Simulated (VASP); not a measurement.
# GaN (Fm-3m) in VASP: settings compared, part 2 of 2

VASP 6.6.1. The steps go on from the part before.

## (3) Single point, PBE (strain +1.0%)

INCAR reads:

```
PREC     = Accurate       # precision mode
ENCUT    = 520            # plane-wave cutoff, eV
EDIFF    = 1E-7           # SCF threshold, eV
ISMEAR   = -1             # smearing method
SIGMA    = 0.02           # smearing width, eV
LREAL    = False          # projectors in reciprocal space
LASPH    = True           # aspherical terms in the spheres
NELM     = 100            # most SCF steps
ALGO     = Normal         # electronic algorithm
ISIF     = 2              # what is computed and relaxed
LWAVE    = False          # write WAVECAR
LCHARG   = False          # write CHGCAR
GGA      = PE             # functional
NBANDS   = 16             # bands
```

KPOINTS reads:

```
Automatic mesh
0
Gamma
  10 10 10
```

POSCAR reads:

```
GaN
1.0
    0.0000000000      2.1296003894      2.1296003894
    2.1296003894      0.0000000000      2.1296003894
    2.1296003894      2.1296003894      0.0000000000
Ga N
1 1
Direct
    0.0000000000      0.0000000000      0.0000000000
    0.5000000000      0.5000000000      0.5000000000
```

Potentials or basis: VASP PAW PBE potentials, release 64 (Ga_d, N).

Command:

```bash
$ cat potpaw_PBE.64/Ga_d/POTCAR potpaw_PBE.64/N/POTCAR > POTCAR
$ mpirun -np 1 vasp_std > vasp.out
```

OUTCAR:

```text
PREC = Accurate
   ENCUT = 520
   EDIFF = 1E-7
   ISMEAR = -1
   LREAL = False
   LASPH = True
   NELM = 100
   ISIF = 2
   GGA = PE

 ion  position               nearest neighbor table
   1  0.000  0.000  0.000-   2 2.13   2 2.13   2 2.13   2 2.13   2 2.13   2 2.13
   2  0.500  0.500  0.500-   1 2.13   1 2.13   1 2.13   1 2.13   1 2.13   1 2.13

  LATTYP: Found a face centered cubic cell.
 ALAT       =     4.2592007788

  Lattice vectors:

 A1 = (   0.0000000000,   2.1296003894,   2.1296003894)
 A2 = (   2.1296003894,   0.0000000000,   2.1296003894)
 A3 = (   2.1296003894,   2.1296003894,   0.0000000000)

Analysis of symmetry for initial positions (statically):
=====================================================================
 Subroutine PRICEL returns:
 Original cell was already a primitive cell.

 Routine SETGRP: Setting up the symmetry group for a
 face centered cubic supercell.

 Subroutine GETGRP returns: Found 48 space group operations
 (whereof 48 operations were pure point group operations)
 out of a pool of 48 trial point group operations.

The static configuration has the point symmetry O_h .

Analysis of symmetry for dynamics (positions and initial velocities):
=====================================================================
 Subroutine PRICEL returns:
 Original cell was already a primitive cell.

 Routine SETGRP: Setting up the symmetry group for a
 face centered cubic supercell.

 Subroutine GETGRP returns: Found 48 space group operations
 (whereof 48 operations were pure point group operations)
 out of a pool of 48 trial point group operations.

The dynamic configuration has the point symmetry O_h .

 Subroutine INISYM returns: Found 48 space group operations
 (whereof 48 operations are pure point group operations),
 and found     1 'primitive' translations

----------------------------------------------------------------------------------------

                                     Primitive cell

  volume of cell :      19.3163
[... 103 lines left out ...]
   EFERMI =   0.00;   METHOD = LEGACY
   ISMEAR =    -1;   SIGMA  =   0.02  broadening in eV -4-tet -1-fermi 0-gaus
   EFERMI_NEDOS =   21; number of points for ismear=-14 and -15
   IALGO  =     38    algorithm
   IMIX   =      4    mixing-type and parameters
     AMIX     =   0.40;   BMIX     =  1.00
     AMIX_MAG =   1.60;   BMIX_MAG =  1.00
  volume/ion in A,a.u.               =       9.66        65.18
  Fermi-wavevector in a.u.,A,eV,Ry     =   1.599033  3.021735 34.788845  2.556908
  Thomas-Fermi vector in A             =   2.696390
   LORBIT       =      0    0 simple, 1 ext, 2 COOP (PROOUT), +10 PAW based schemes
   GGA     = PE    functional components
   LHFCALC =     F    Hartree Fock is set to
   AEXX    =    0.0000 exact exchange contribution
   IVDW    =     0    specifies the selected vdW correction
   LEPSILON=     F    determine dielectric tensor
   LRPA    =     F    only Hartree local field effects (RPA)
 non-spin polarized calculation
  energy-cutoff  :      520.00
  volume of cell :       19.32
 maximum number of plane-waves:       534
 NGX is ok and might be reduce to    24
   NGX = 11   NGY = 11   NGZ = 11

 number of electron      18.0000007 magnetization

 Free energy of the ion-electron system (eV)
  ---------------------------------------------------
  ext. energy  EPLUGINS =         0.00000000
  ---------------------------------------------------
  free energy    TOTEN  =       -11.20516508 eV

  energy without entropy =      -11.20516501  energy(sigma->0) =      -11.20516505

 E-fermi :   7.8443     XC(G=0): -12.9491

 val. band max:        7.5864272408   @ k =  -0.2000   0.2000   0.0000
 cond. band min:       8.0609807401   @ k =   0.5000   0.5000   0.0000
 fundamental gap:      0.4745534992
 Fermi energy:         7.8442947135

 k-point     1 :       0.0000    0.0000    0.0000
  band No.  band energies     occupation
      1      -9.4616      2.00000
      2      -6.3854      2.00000
      3      -6.3854      2.00000
      4      -6.3854      2.00000
      5      -6.2966      2.00000
      6      -6.2966      2.00000
[... 433 lines left out ...]
      3      -6.2592      2.00000
      4      -6.2127      2.00000
      5      -6.1660      2.00000
      6      -5.1074      2.00000
[... 8 lines left out ...]
     15      32.0661      0.00000
     16      33.4160      0.00000

 [... further k-points ...]
[... 5 lines left out ...]
  --------------------------------------------------------------------------------------
  -------------------------------------------------------------------------------------
  Total        0.2542304      0.2542304      0.2542304     -0.0000000     -0.0000000     -0.0000000
  in kB       21.0869508     21.0869508     21.0869508     -0.0000000     -0.0000000     -0.0000000
  external PRESSURE =      21.0869508 kB  Pullay stress =       0.0000000 kB

 VOLUME and BASIS-vectors are now :
 -----------------------------------------------------------------------------
  energy-cutoff  :      520.00
  volume of cell :       19.32
      direct lattice vectors                 reciprocal lattice vectors
     0.000000000  2.129600389  2.129600389    -0.234785832  0.234785832  0.234785832
     2.129600389  0.000000000  2.129600389     0.234785832 -0.234785832  0.234785832
     2.129600389  2.129600389  0.000000000     0.234785832  0.234785832 -0.234785832

 POSITION                                       TOTAL-FORCE (eV/Angst)
 -----------------------------------------------------------------------------------
      0.00000      0.00000      0.00000        -0.000000      0.000000     -0.000000
      2.12960      2.12960      2.12960         0.000000     -0.000000      0.000000
 -----------------------------------------------------------------------------------
    total drift:                                0.000000     -0.000000     -0.000000

  FREE ENERGIE OF THE ION-ELECTRON SYSTEM (eV)
  ---------------------------------------------------
  free  energy   TOTEN  =       -11.2051650767 eV

  energy  without entropy=      -11.2051650143  energy(sigma->0) =      -11.20516505
```

OSZICAR:

```text
N       E                     dE             d eps       ncg     rms          rms(c)
DAV:   1     0.688680338168E+02    0.68868E+02   -0.91743E+03  1752   0.208E+03
DAV:   2    -0.902926325076E+01   -0.77897E+02   -0.72300E+02  1784   0.307E+02
DAV:   3    -0.129689289590E+02   -0.39397E+01   -0.39299E+01  1720   0.606E+01
DAV:   4    -0.130034620195E+02   -0.34533E-01   -0.34530E-01  1928   0.594E+00
DAV:   5    -0.130038345664E+02   -0.37255E-03   -0.37254E-03  1760   0.553E-01    0.728E+00
DAV:   6    -0.112284940575E+02    0.17753E+01   -0.44127E+00  2168   0.390E+01    0.239E+00
DAV:   7    -0.112201811681E+02    0.83129E-02   -0.22378E-01  1808   0.528E+00    0.156E+00
DAV:   8    -0.112071269673E+02    0.13054E-01   -0.35457E-02  1656   0.210E+00    0.559E-01
DAV:   9    -0.112051410646E+02    0.19859E-02   -0.68615E-03  1856   0.181E+00    0.123E-01
DAV:  10    -0.112051722496E+02   -0.31185E-04   -0.62151E-04  1728   0.296E-01    0.305E-02
DAV:  11    -0.112051634193E+02    0.88303E-05   -0.43603E-05  1944   0.749E-02    0.893E-03
DAV:  12    -0.112051652437E+02   -0.18244E-05   -0.29750E-06  1816   0.293E-02    0.395E-03
DAV:  13    -0.112051651415E+02    0.10225E-06   -0.22796E-07  1600   0.476E-03    0.109E-03
DAV:  14    -0.112051650767E+02    0.64733E-07   -0.12866E-08   888   0.103E-03
   1 F= -.11205165E+02 E0= -.11205165E+02  d E =-.624718E-07
```

stdout:

```text
POSCAR found type information on POSCAR GaN
 POSCAR found :  2 types and       2 ions
 scaLAPACK will be used
 LDA part: xc-table for (Slater+PW92), standard interpolation
 POSCAR, INCAR and KPOINTS ok, starting setup
 FFT: planning ... GRIDC
 FFT: planning ... GRID_SOFT
 FFT: planning ... GRID
 WAVECAR not read
 entering main loop
```

Wall time 7.8 s (1 thread of Intel Xeon Platinum 8488C (Sapphire Rapids), shared host); peak memory 0.14 GiB.

Results:

* Free energy: -11.2052 eV
* Pressure: 2.1 GPa
* Band gap on the k mesh: 0.47 eV, indirect (least direct gap 2.46 eV)

Caveat: the cell differs from its parent crystal (strain +1.0%). A k mesh can miss the band edges.

## (4) Single point, r2SCAN

POSCAR reads:

```
GaN
1.0
    0.0000000000      2.1085152370      2.1085152370
    2.1085152370      0.0000000000      2.1085152370
    2.1085152370      2.1085152370      0.0000000000
Ga N
1 1
Direct
    0.0000000000      0.0000000000      0.0000000000
    0.5000000000      0.5000000000      0.5000000000
```

INCAR.step1 reads:

```
  ALGO = Normal
  EDIFF = 1E-4
  ENCUT = 520
  GGA = PE
  ISMEAR = 0
  LASPH = True
  LCHARG = False
  LREAL = False
  LWAVE = True
  NBANDS = 16
  NELM = 60
  PREC = Accurate
  SIGMA = 0.01
```

INCAR.step2 reads:

```
  ALGO = Normal
  EDIFF = 1E-6
  ENCUT = 520
  ISIF = 2
  ISMEAR = 0
  ISTART = 1
  LASPH = True
  LCHARG = True
  LELF = True
  LMIXTAU = True
  LREAL = False
  LVHAR = True
  LWAVE = False
  METAGGA = R2SCAN
  NBANDS = 16
  NELM = 60
  PREC = Accurate
  SIGMA = 0.01
```

KPOINTS reads:

```
k-points
0
Gamma
  10 10 10
```

Command:

```bash
$ cat potpaw_PBE.64/Ga_d/POTCAR potpaw_PBE.64/N/POTCAR > POTCAR
$ cp INCAR.step1 INCAR
$ mpirun -np 1 vasp_std > vasp.out
$ cp INCAR.step2 INCAR
$ mpirun -np 1 vasp_std > vasp.out
```

Run time: 28 s. Hardware: 1 thread of Intel Xeon Platinum 8488C (Sapphire Rapids), shared host; peak memory 0.14 GiB.

The run converged. Its results:

- Free energy: -20.9761 eV
- Pressure: 1.3 GPa
- Band gap on the k mesh: 1.18 eV, indirect (least direct gap 3.41 eV)

Levels at points of the mesh, in eV from the valence-band top:
| k point | band 6 | band 7 | band 8 | band 9 | band 10 | band 11 | band 12 | band 13 |
| --- | --- | --- | --- | --- | --- | --- | --- | --- |
| (0.00, 0.00, 0.00) | -14.29 | -0.51 | -0.51 | -0.51 | 2.90 | 15.52 | 15.52 | 15.52 |
| (0.50, 0.00, 0.00) | -14.13 | -8.36 | -0.15 | -0.15 | 5.42 | 9.88 | 9.88 | 10.44 |
| (0.50, 0.50, 0.00) | -11.51 | -7.25 | -3.12 | -3.12 | 1.18 | 8.53 | 13.15 | 15.78 |

Caveat: the PAW data sets were made with another functional, which shifts forces and pressure a little. r2SCAN opens gaps a little over a GGA but as a rule still falls short of measured ones.

## (5) Single point, r2SCAN (strain +1.0%)

POSCAR reads:

```
GaN
1.0
    0.0000000000      2.1296003894      2.1296003894
    2.1296003894      0.0000000000      2.1296003894
    2.1296003894      2.1296003894      0.0000000000
Ga N
1 1
Direct
    0.0000000000      0.0000000000      0.0000000000
    0.5000000000      0.5000000000      0.5000000000
```

INCAR.step1 reads:

```
SYSTEM = GaN
PREC = Accurate
ENCUT = 520
ISMEAR = 0
SIGMA = 0.01
LREAL = .FALSE.
LASPH = .TRUE.
NELM = 100
NBANDS = 16
GGA = PE
ALGO = Normal
EDIFF = 1E-4
LWAVE = .TRUE.
LCHARG = .FALSE.
```

INCAR.step2 reads:

```
SYSTEM = GaN
PREC = Accurate
ENCUT = 520
EDIFF = 1E-6
ISMEAR = 0
SIGMA = 0.01
LREAL = .FALSE.
LASPH = .TRUE.
NELM = 100
ALGO = Normal
ISIF = 2
LWAVE = .FALSE.
LCHARG = .FALSE.
METAGGA = R2SCAN
LMIXTAU = .TRUE.
NBANDS = 16
ISTART = 1
```

KPOINTS reads:

```
Automatic mesh
0
G
  10 10 10
  0 0 0
```

Potentials or basis: VASP PAW PBE potentials, release 64 (Ga_d, N).

Command:

```bash
$ cat potpaw_PBE.64/Ga_d/POTCAR potpaw_PBE.64/N/POTCAR > POTCAR
$ cp INCAR.step1 INCAR
$ mpirun -np 1 vasp_std > vasp.out
$ cp INCAR.step2 INCAR
$ mpirun -np 1 vasp_std > vasp.out
```

OUTCAR:

```text
SYSTEM = GaN
   PREC = Accurate
   ENCUT = 520
   EDIFF = 1E-6
   ISMEAR = 0
   LREAL = .FALSE.
   LASPH = .TRUE.
   NELM = 100
   ISIF = 2
   METAGGA = R2SCAN
   ISTART = 1

 ion  position               nearest neighbor table
   1  0.000  0.000  0.000-   2 2.13   2 2.13   2 2.13   2 2.13   2 2.13   2 2.13
   2  0.500  0.500  0.500-   1 2.13   1 2.13   1 2.13   1 2.13   1 2.13   1 2.13

  LATTYP: Found a face centered cubic cell.
 ALAT       =     4.2592007788

  Lattice vectors:

 A1 = (   0.0000000000,   2.1296003894,   2.1296003894)
 A2 = (   2.1296003894,   0.0000000000,   2.1296003894)
 A3 = (   2.1296003894,   2.1296003894,   0.0000000000)

Analysis of symmetry for initial positions (statically):
=====================================================================
 Subroutine PRICEL returns:
 Original cell was already a primitive cell.

 Routine SETGRP: Setting up the symmetry group for a
 face centered cubic supercell.

 Subroutine GETGRP returns: Found 48 space group operations
 (whereof 48 operations were pure point group operations)
 out of a pool of 48 trial point group operations.

The static configuration has the point symmetry O_h .

Analysis of symmetry for dynamics (positions and initial velocities):
=====================================================================
 Subroutine PRICEL returns:
 Original cell was already a primitive cell.

 Routine SETGRP: Setting up the symmetry group for a
 face centered cubic supercell.

 Subroutine GETGRP returns: Found 48 space group operations
 (whereof 48 operations were pure point group operations)
 out of a pool of 48 trial point group operations.

The dynamic configuration has the point symmetry O_h .

 Subroutine INISYM returns: Found 48 space group operations
 (whereof 48 operations are pure point group operations),
 and found     1 'primitive' translations

----------------------------------------------------------------------------------------

                                     Primitive cell

[... 105 lines left out ...]
   ISMEAR =     0;   SIGMA  =   0.01  broadening in eV -4-tet -1-fermi 0-gaus
   EFERMI_NEDOS =   21; number of points for ismear=-14 and -15
   IALGO  =     38    algorithm
   IMIX   =      4    mixing-type and parameters
     AMIX     =   0.40;   BMIX     =  1.00
     AMIX_MAG =   1.60;   BMIX_MAG =  1.00
  volume/ion in A,a.u.               =       9.66        65.18
  Fermi-wavevector in a.u.,A,eV,Ry     =   1.599033  3.021735 34.788845  2.556908
  Thomas-Fermi vector in A             =   2.696390
   LORBIT       =      0    0 simple, 1 ext, 2 COOP (PROOUT), +10 PAW based schemes
   METAGGA = R2SCAN    functional components
   LHFCALC =     F    Hartree Fock is set to
   AEXX    =    0.0000 exact exchange contribution
   IVDW    =     0    specifies the selected vdW correction
   LEPSILON=     F    determine dielectric tensor
   LRPA    =     F    only Hartree local field effects (RPA)
 non-spin polarized calculation
 Gauss-broadening in eV      SIGMA  =   0.01
  energy-cutoff  :      520.00
  volume of cell :       19.32
 maximum number of plane-waves:       534
 NGX is ok and might be reduce to    24
   NGX = 11   NGY = 11   NGZ = 11

 number of electron      18.0000007 magnetization

 Free energy of the ion-electron system (eV)
  ---------------------------------------------------
  ext. energy  EPLUGINS =         0.00000000
  ---------------------------------------------------
  free energy    TOTEN  =       -20.96826347 eV

  energy without entropy =      -20.96826347  energy(sigma->0) =      -20.96826347

 E-fermi :   7.4044     XC(G=0): -14.0271

 val. band max:        7.3498498874   @ k =  -0.2000   0.2000   0.0000
 cond. band min:       8.3271897366   @ k =   0.5000   0.5000   0.0000
 fundamental gap:      0.9773398492
 Fermi energy:         7.4043600031

 k-point     1 :       0.0000    0.0000    0.0000
  band No.  band energies     occupation
      1     -10.4600      2.00000
      2      -7.0274      2.00000
      3      -7.0274      2.00000
      4      -7.0274      2.00000
      5      -6.9636      2.00000
      6      -6.9636      2.00000
[... 433 lines left out ...]
      3      -6.9243      2.00000
      4      -6.8587      2.00000
      5      -6.8171      2.00000
      6      -5.8527      2.00000
[... 8 lines left out ...]
     15      32.8347      0.00000
     16      34.3919      0.00000

 [... further k-points ...]
[... 5 lines left out ...]
  --------------------------------------------------------------------------------------
  -------------------------------------------------------------------------------------
  Total       -0.6875204     -0.6875204     -0.6875204     -0.0000000      0.0000000     -0.0000000
  in kB      -57.0258539    -57.0258539    -57.0258539     -0.0000000      0.0000000     -0.0000000
  external PRESSURE =     -57.0258539 kB  Pullay stress =       0.0000000 kB

 VOLUME and BASIS-vectors are now :
 -----------------------------------------------------------------------------
  energy-cutoff  :      520.00
  volume of cell :       19.32
      direct lattice vectors                 reciprocal lattice vectors
     0.000000000  2.129600389  2.129600389    -0.234785832  0.234785832  0.234785832
     2.129600389  0.000000000  2.129600389     0.234785832 -0.234785832  0.234785832
     2.129600389  2.129600389  0.000000000     0.234785832  0.234785832 -0.234785832

 POSITION                                       TOTAL-FORCE (eV/Angst)
 -----------------------------------------------------------------------------------
      0.00000      0.00000      0.00000         0.000000      0.000000     -0.000000
      2.12960      2.12960      2.12960         0.000000      0.000000      0.000000
 -----------------------------------------------------------------------------------
    total drift:                                0.000000     -0.000000     -0.000000

  FREE ENERGIE OF THE ION-ELECTRON SYSTEM (eV)
  ---------------------------------------------------
  free  energy   TOTEN  =       -20.9682634699 eV

  energy  without entropy=      -20.9682634699  energy(sigma->0) =      -20.96826347
```

OUTCAR.step1:

```text
SYSTEM = GaN
   PREC = Accurate
   ENCUT = 520
   ISMEAR = 0
   LREAL = .FALSE.
   LASPH = .TRUE.
[... 678 lines left out ...]
      0.00000      0.00000      0.00000         0.000000      0.000000      0.000000
      2.12960      2.12960      2.12960        -0.000000     -0.000000     -0.000000
 -----------------------------------------------------------------------------------
    total drift:                                0.000000     -0.000000     -0.000000

  FREE ENERGIE OF THE ION-ELECTRON SYSTEM (eV)
  ---------------------------------------------------
  free  energy   TOTEN  =       -11.2051722438 eV

  energy  without entropy=      -11.2051722438  energy(sigma->0) =      -11.20517224
```

Run time: 30 s. Hardware: 1 thread of Intel Xeon Platinum 8488C (Sapphire Rapids), shared host; peak memory 0.15 GiB.

What came out:

```
Free energy            : -20.9683 eV
Pressure               : -5.7 GPa
Band gap on the k mesh : 0.98 eV, indirect (least direct gap 3.02 eV)
```

Caveat: the cell differs from its parent crystal (strain +1.0%); the PAW data sets were made with another functional, which shifts forces and pressure a little.

## (6) The runs side by side

```csv
level,cell,smearing,gap on the mesh (eV),pressure (GPa)
PBE,"a = 2.982 Å, angles 60.0°, 2 atoms",fermi-dirac 0.02 eV,0.66,9.1
PBE,"a = 3.012 Å, angles 60.0°, 2 atoms",fermi-dirac 0.02 eV,0.47,2.1
r2SCAN,"a = 2.982 Å, angles 60.0°, 2 atoms",gaussian 0.01 eV,1.18,1.3
r2SCAN,"a = 3.012 Å, angles 60.0°, 2 atoms",gaussian 0.01 eV,0.98,-5.7
```

Alike in all rows: task single point; potentials or basis VASP PAW PBE potentials, release 64 (Ga_d, N); no spin polarisation; k mesh 10 × 10 × 10; cutoff (eV) 520.

Caveats: the PAW data sets were made with another functional, which shifts forces and pressure a little (some runs).

Absolute energies hang on the potentials; compare differences alone.
